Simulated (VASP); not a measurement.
A run of VASP 6.6.1 is set up as follows.

The input INCAR:

```
PREC     = Accurate       # precision mode
ENCUT    = 520            # plane-wave cutoff, eV
EDIFF    = 1E-6           # SCF threshold, eV
ISMEAR   = 0              # smearing method
SIGMA    = 0.1            # smearing width, eV
LREAL    = False          # projectors in reciprocal space
LASPH    = True           # aspherical terms in the spheres
NELM     = 80             # most SCF steps
ALGO     = Normal         # electronic algorithm
ISIF     = 2              # what is computed and relaxed
LWAVE    = False          # write WAVECAR
LCHARG   = False          # write CHGCAR
GGA      = PE             # functional
NBANDS   = 26             # bands
```

File KPOINTS:

```
regular mesh
0
Gamma
  6 6 6
```

POSCAR

```
TiBMoC2
1.0
   -1.8874083100      1.8874083100      4.6502727700
    1.8874083100     -1.8874083100      4.6502727700
    1.8874083100      1.8874083100     -4.6502727700
Ti B Mo C
1 1 1 2
Direct
    0.0000000000      0.0000000000      0.0000000000
    0.7500000000      0.2500000000      0.5000000000
    0.2500000000      0.7500000000      0.5000000000
    0.6220780000      0.6220780000      0.0000000000
    0.3779220000      0.3779220000      0.0000000000
```

Potentials or basis: VASP PAW PBE potentials, release 64 (Ti_sv, B, Mo_sv, C).

Run with:

```sh
$ cat potpaw_PBE.64/Ti_sv/POTCAR potpaw_PBE.64/B/POTCAR potpaw_PBE.64/Mo_sv/POTCAR potpaw_PBE.64/C/POTCAR > POTCAR
$ mpirun -np 1 vasp_std > vasp.out
```

Problem. Predict the largest force.

Solution. 0.623 eV/Å.

Problem. Predict the pressure.

Solution. -33.9 GPa.

Stress tensor (GPa, compression positive):
```
-39.45   0.00   0.00
  0.00 -39.45   0.00
  0.00   0.00 -22.91
```

Caveat: the k points lie up to 0.39 Å⁻¹ apart.
